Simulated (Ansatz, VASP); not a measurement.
**InAs: VASP beside Ansatz**

```
In As
1.0
     0.00000    3.01800    3.01800
     3.01800    0.00000    3.01800
     3.01800    3.01800    0.00000
In As
1 1
Direct
  0.00000 0.00000 0.00000
  0.75000 0.75000 0.75000
```

Alike in both runs: functional RPBE; k mesh 8 × 8 × 8; occupations fermi-dirac, width 0.05 eV; no spin polarisation.

```csv
,VASP,Ansatz
version,VASP 6.6.1,Ansatz 0.2.0
potentials or method,"VASP PAW PBE potentials, release 64 (In_d, As), cutoff 520 eV","all-electron LAPW, scalar-relativistic"
task,single point,band structure
```

VASP gave:

```
gap on the k mesh at the Fermi level (eV) : none
pressure (GPa)                            : 6.1
```

Q: Which values does Ansatz return?

A: gap on the k mesh at the Fermi level (eV): none; pressure (GPa): 6.0.

VASP's potentials were made for PBE, not for RPBE. A gap of «none» marks a metal or a gap that the smearing closes. Ansatz ran all-electron here, and VASP with PAW potentials.
